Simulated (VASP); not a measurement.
RuBrF3: single point with PBE

Crystal: RuBrF3.

```
Ru Br F
1.0
     4.17548    0.00000    0.00000
     0.00000    4.17548    0.00000
     0.00000    0.00000    4.17548
Ru Br F
1 1 3
Cartesian
  0.0000 0.0000 0.0000
  2.0877 2.0877 2.0877
  2.0877 0.0000 0.0000
  0.0000 2.0877 0.0000
  0.0000 0.0000 2.0877
```

The cell was built from a structure type or drawn by symmetry, and may not be a known phase.

```yaml
Program: VASP 6.6.1
Task: single point
Functional: PBE
Potentials_or_basis: VASP PAW PBE potentials, release 64 (Ru_pv, Br, F)
Cutoff: 520 eV
k_mesh: 4 × 4 × 4
Occupations: gaussian, width 0.1 eV
Spin: collinear spin, ferromagnetic start
Starting_moments: "[1.0, 0.0, 0.0, 0.0, 0.0] μB"
```

```
Pressure                                              : 0.1 GPa
Net moment                                            : 3.28 μB per cell
Site moments                                          : Ru +1.98; Br +0.63; F +0.12 μB
Valence electrons inside the program's atomic spheres : Ru 11.96; Br 4.75; F 6.04
```

Levels at points of the mesh, in eV from the Fermi level:
Spin up:
| k point | band 20 | band 21 | band 22 | band 23 | band 24 | band 25 | band 26 | band 27 |
| --- | --- | --- | --- | --- | --- | --- | --- | --- |
| (0.00, 0.00, 0.00) | -1.30 | -1.30 | -0.37 | -0.37 | -0.37 | 4.87 | 8.84 | 8.98 |
| (0.50, 0.00, 0.00) | -1.25 | -1.25 | -0.66 | -0.66 | 0.83 | 8.02 | 8.69 | 8.84 |
| (0.50, 0.50, 0.00) | -0.96 | -0.96 | -0.70 | -0.40 | 2.34 | 7.95 | 8.84 | 10.77 |
| (0.50, 0.50, 0.50) | -0.25 | -0.25 | -0.25 | 2.34 | 2.34 | 8.30 | 8.30 | 8.30 |
Spin down:
```csv
k point,band 15,band 16,band 17,band 18,band 19,band 20,band 21,band 22,band 23,band 24
"(0.00, 0.00, 0.00)",-3.87,-3.87,-0.90,-0.90,-0.90,0.18,0.18,0.32,0.32,0.32
"(0.50, 0.00, 0.00)",-3.95,-3.95,-1.22,-0.87,-0.08,-0.08,0.19,0.24,0.24,2.05
"(0.50, 0.50, 0.00)",-4.60,-3.38,-0.32,-0.32,-0.32,0.10,0.10,0.67,0.95,3.45
"(0.50, 0.50, 0.50)",-3.37,-3.37,0.04,0.04,0.04,0.76,0.76,0.76,3.45,3.45
```

Wall time 25 s on 1 thread of Intel(R) Xeon(R) 6975P-C (Granite Rapids), with other jobs on the host, peak memory 0.22 GiB.

Caveat: the k points lie up to 0.38 Å⁻¹ apart.
